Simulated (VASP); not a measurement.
# MnO (P6_3mc) in VASP: further runs, part 3 of 3

VASP 6.6.1. Earlier steps stand in the parts before.

## (6) Relaxation of shape and atoms at fixed volume, PBEsol+U, collinear spin, ferromagnetic start (13.77 Å³/atom)

This run uses another cell than the first one, of 13.77 Å³/atom.

INCAR

```
PREC     = Accurate       # precision mode
ENCUT    = 600            # plane-wave cutoff, eV
EDIFF    = 1E-6           # SCF threshold, eV
ISMEAR   = 0              # smearing method
SIGMA    = 0.05           # smearing width, eV
LREAL    = False          # projectors in reciprocal space
LASPH    = True           # aspherical terms in the spheres
NELM     = 150            # most SCF steps
ALGO     = Normal         # electronic algorithm
ISIF     = 4              # what is computed and relaxed
LWAVE    = False          # write WAVECAR
LCHARG   = False          # write CHGCAR
ISPIN    = 2              # spin polarisation
MAGMOM   = 4.49 4.49 0.13 0.13 # initial moments
LORBIT   = 11             # projections on sites
LMAXMIX  = 4              # l up to which the mixer works
LDAU     = True           # DFT+U
LDAUTYPE = 2            
LDAUL    = 2 -1           # shell
LDAUU    = 3.9 0          # U, eV
LDAUJ    = 0 0          
LDAUPRINT= 1            
GGA      = PS             # functional
IBRION   = 2              # ionic algorithm
NSW      = 60             # ionic steps
EDIFFG   = -0.01          # ionic threshold
```

KPOINTS

```
regular mesh
0
Gamma
  8 8 4
```

POSCAR

```
MnO
1.0
    3.4440287298      0.0000000000      0.0000000000
   -1.7220143649      2.9826163714      0.0000000000
    0.0000000000      0.0000000000      5.3612117130
Mn O
2 2
Direct
    0.3333333333      0.6666666667     -0.0017963106
    0.6666666667      0.3333333333      0.4982036894
    0.3333333333      0.6666666667      0.3882263106
    0.6666666667      0.3333333333      0.8882263106
```

Potentials or basis: VASP PAW PBE potentials, release 64 (Mn_pv, O).

Run with:

```
> cat potpaw_PBE.64/Mn_pv/POTCAR potpaw_PBE.64/O/POTCAR > POTCAR
> mpirun -np 1 vasp_std > vasp.out
```

It took 6 min on 1 thread of AMD EPYC 7R13 (Zen 3), shared host; peak memory 0.23 GiB.

The run converged. Its results:

* Free energy: -32.2200 eV
* Energy gained by relaxing: 0.1 meV/atom
* Ionic steps: 7
* Pressure after relaxing: -0.5 GPa
* Largest force after relaxing: 0.003 eV/Å
* Band gap on the k mesh: zero (filled and empty bands touch)
* Net moment: 10.00 μB per cell
* Site moments: Mn +4.59; O +0.10 μB
* Valence electrons inside the program's atomic spheres: Mn 11.39; O 4.99

Forces in eV/Å, atoms in the order of the input:
```
Mn   0.000  0.000 -0.003
Mn   0.000  0.000 -0.003
O    0.000  0.000  0.003
O    0.000  0.000  0.003
```

Stress tensor (GPa, compression positive):
```
-0.56  0.00  0.00
 0.00 -0.56  0.00
 0.00  0.00 -0.47
```

The path:
```
step  energy change (eV)  largest force (eV/Å)  pressure (GPa)  volume (Å³)
   1              0.0000                0.0104           -0.41        55.07
   2             -0.0001                0.0119           -0.39        55.07
   3             -0.0002                0.0173           -0.41        55.07
   4             -0.0002                0.0277           -0.47        55.07
   5             -0.0003                0.0269           -0.48        55.07
   6             -0.0003                0.0184           -0.50        55.07
   7             -0.0004                0.0033           -0.53        55.07
```

Final structure:
```
CELL_PARAMETERS angstrom
3.45723 0.00000 0.00000
-1.72861 2.99405 0.00000
0.00000 0.00000 5.32035
ATOMIC_POSITIONS crystal
Mn 0.33333 0.66667 0.99636
Mn 0.66667 0.33333 0.49636
O 0.33333 0.66667 0.39007
O 0.66667 0.33333 0.89007
```

Levels at points of the mesh, in eV from the Fermi level:
Spin up:
```
           k point  band 22  band 23  band 24  band 25  band 26  band 27
(0.00, 0.00, 0.00)    -0.75    -0.40     0.00     0.00     4.25     6.29
(0.50, 0.00, 0.00)    -2.34    -1.10    -1.08     4.55     4.85     6.42
(0.00, 0.00, 0.50)    -0.38    -0.38    -0.38     1.92     1.92     9.05
(0.50, 0.00, 0.50)    -1.60    -1.24    -1.24     4.34     4.34     6.80
```
Spin down:
| k point | band 12 | band 13 | band 14 | band 15 | band 16 | band 17 |
| --- | --- | --- | --- | --- | --- | --- |
| (0.00, 0.00, 0.00) | -3.70 | -3.70 | -3.31 | 0.53 | 3.49 | 3.49 |
| (0.50, 0.00, 0.00) | -3.74 | -3.52 | -3.49 | 2.22 | 2.90 | 3.18 |
| (0.00, 0.00, 0.50) | -3.72 | -3.72 | -3.72 | 2.67 | 2.67 | 4.06 |
| (0.50, 0.00, 0.50) | -3.63 | -3.59 | -3.59 | 2.82 | 2.82 | 3.92 |

Eigenvalues of the final occupation matrices:
```
    site  spin  trace               eigenvalues
site 1 d     1   4.74  0.94 0.94 0.95 0.95 0.95
site 1 d     2   0.22  0.02 0.02 0.06 0.06 0.06
site 2 d     1   4.74  0.94 0.94 0.95 0.95 0.95
site 2 d     2   0.22  0.02 0.02 0.06 0.06 0.06
```

Caveat: the PAW data sets were made with another functional, which shifts forces and pressure a little; the run started ferromagnetic, and an antiferromagnetic order may lie lower in energy. The state reached can hang on the start; a lower one may exist.

## (7) Relaxation of shape and atoms at fixed volume, PBE+D3(BJ)+U, collinear spin, ferromagnetic start (14.00 Å³/atom)

This run uses another cell than the first one, of 14.00 Å³/atom.

INCAR

```
PREC = Accurate
ENCUT = 600
EDIFF = 1E-7
ISMEAR = 0
SIGMA = 0.05
LREAL = False
LASPH = True
NELM = 150
ALGO = Normal
ISIF = 4
LWAVE = False
LCHARG = False
ISPIN = 2
MAGMOM = 4.52 4.52 0.13 0.13
LORBIT = 11
LMAXMIX = 4
LDAU = True
LDAUTYPE = 2
LDAUL = 2 -1
LDAUU = 3.9 0
LDAUJ = 0 0
LDAUPRINT = 1
GGA = PE
IVDW = 12
IBRION = 2
NSW = 60
EDIFFG = -0.01
```

KPOINTS

```
Automatic mesh
0
Gamma
  8 8 4
```

POSCAR

```
MnO
1.0
    3.4784547931      0.0000000000      0.0000000000
   -1.7392273966      3.0124302167      0.0000000000
    0.0000000000      0.0000000000      5.3448411353
Mn O
2 2
Direct
    0.3333333333      0.6666666667     -0.0038372866
    0.6666666667      0.3333333333      0.4961627134
    0.3333333333      0.6666666667      0.3902672866
    0.6666666667      0.3333333333      0.8902672866
```

Run with:

```
> cat potpaw_PBE.64/Mn_pv/POTCAR potpaw_PBE.64/O/POTCAR > POTCAR
> mpirun -np 1 vasp_std > vasp.out
```

Wall time 3.6 min (1 thread of AMD EPYC 7R13 (Zen 3), shared host); peak memory 0.24 GiB.

The run converged. Its results:

```yaml
Free_energy: -31.8238 eV
Energy_gained_by_relaxing: 0.0 meV/atom
Ionic_steps: 2
Pressure_after_relaxing: -0.7 GPa
Largest_force_after_relaxing: 0.006 eV/Å
Band_gap_on_the_k_mesh: zero (filled and empty bands touch)
Net_moment: 10.00 μB per cell
Site_moments: Mn +4.60; O +0.10 μB
Valence_electrons_inside_the_program's_atomic_spheres: Mn 11.37; O 5.01
Dispersion_energy_per_atom: -0.241 eV
```

Forces in eV/Å, atoms in the order of the input:
```
Mn   0.000  0.000  0.006
Mn   0.000  0.000  0.006
O    0.000  0.000 -0.006
O    0.000  0.000 -0.006
```

Final structure:
```
Mn O
1.0
     3.47706    0.00000    0.00000
    -1.73853    3.01122    0.00000
     0.00000    0.00000    5.34914
Mn O
2 2
Direct
  0.33333 0.66667 0.99609
  0.66667 0.33333 0.49609
  0.33333 0.66667 0.39034
  0.66667 0.33333 0.89034
```

Levels at points of the mesh, in eV from the Fermi level:
Spin up:
```
           k point  band 20  band 21  band 22  band 23  band 24  band 25  band 26  band 27  band 28
(0.00, 0.00, 0.00)    -0.73    -0.73    -0.61    -0.35     0.00     0.00     4.38     6.39    11.54
(0.50, 0.00, 0.00)    -2.93    -2.40    -2.28    -1.07    -1.05     4.64     5.01     6.58     7.83
(0.00, 0.00, 0.50)    -1.75    -0.37    -0.37    -0.37    -0.37     2.04     2.04     9.17     9.17
(0.50, 0.00, 0.50)    -2.98    -1.56    -1.56    -1.21    -1.21     4.51     4.51     6.86     6.86
```
Spin down:
```csv
k point,band 11,band 12,band 13,band 14,band 15,band 16,band 17,band 18
"(0.00, 0.00, 0.00)",-3.58,-3.55,-3.55,-3.16,0.66,3.59,3.59,3.87
"(0.50, 0.00, 0.00)",-3.99,-3.60,-3.38,-3.35,2.38,3.04,3.30,3.84
"(0.00, 0.00, 0.50)",-3.58,-3.58,-3.58,-3.58,2.78,2.78,4.14,4.14
"(0.50, 0.00, 0.50)",-3.49,-3.49,-3.44,-3.44,2.97,2.97,4.01,4.01
```

Eigenvalues of the final occupation matrices:
| site | spin | trace | eigenvalues |
| --- | --- | --- | --- |
| site 1 d | 1 | 4.74 | 0.94 0.94 0.95 0.95 0.95 |
| site 1 d | 2 | 0.21 | 0.02 0.02 0.06 0.06 0.06 |
| site 2 d | 1 | 4.74 | 0.94 0.94 0.95 0.95 0.95 |
| site 2 d | 2 | 0.21 | 0.02 0.02 0.06 0.06 0.06 |

Caveat: the run started ferromagnetic, and an antiferromagnetic order may lie lower in energy.

## (8) Summary

| task | level | cell | cutoff (eV) | gap on the mesh (eV) | pressure (GPa) | moment (μB) | largest force (eV/Å) |
| --- | --- | --- | --- | --- | --- | --- | --- |
| single point | PBE+D3(BJ)+U | a = 3.437, b = 3.437, c = 5.256 Å, angles 90.0, 90.0, 120.0°, 4 atoms, atomic positions A | 520 | none | 4.4 | 10.00 | 0.02 |
| single point | PBEsol+U | a = 3.422, b = 3.422, c = 5.321 Å, angles 90.0, 90.0, 120.0°, 4 atoms, atomic positions B | 520 | none | 2.3 | 10.00 | 0.02 |
| single point | PBE+D3(BJ)+U | a = 3.438, b = 3.438, c = 5.363 Å, angles 90.0, 90.0, 120.0°, 4 atoms, atomic positions C | 520 | none | 2.0 | 10.00 | 0.02 |
| single point | PBEsol+U | a = 3.444, b = 3.444, c = 5.361 Å, angles 90.0, 90.0, 120.0°, 4 atoms, atomic positions D | 520 | none | -0.2 | 10.00 | 0.01 |
| relaxation of shape and atoms at fixed volume | PBEsol+U | relaxed from a = 3.444, b = 3.444, c = 5.361 Å, angles 90.0, 90.0, 120.0°, 4 atoms, atomic positions D | 600 | none | -0.5 | 10.00 | - |
| relaxation of shape and atoms at fixed volume | PBE+D3(BJ)+U | relaxed from a = 3.478, b = 3.478, c = 5.345 Å, angles 90.0, 90.0, 120.0°, 4 atoms, atomic positions E | 600 | none | -0.7 | 10.00 | 0.01 |

Alike in all rows: potentials or basis VASP PAW PBE potentials, release 64 (Mn_pv, O); spin collinear, ferromagnetic start; Mn d U = 3.9 eV; k mesh 8 × 8 × 4; smearing gaussian 0.05 eV.

Caveats: the run started ferromagnetic, and an antiferromagnetic order may lie lower in energy; the PAW data sets were made with another functional, which shifts forces and pressure a little (at least some runs); the cell stands under pressure (at least some runs).

Total energies depend on the potentials used, so only differences within one code and one set of settings carry meaning.
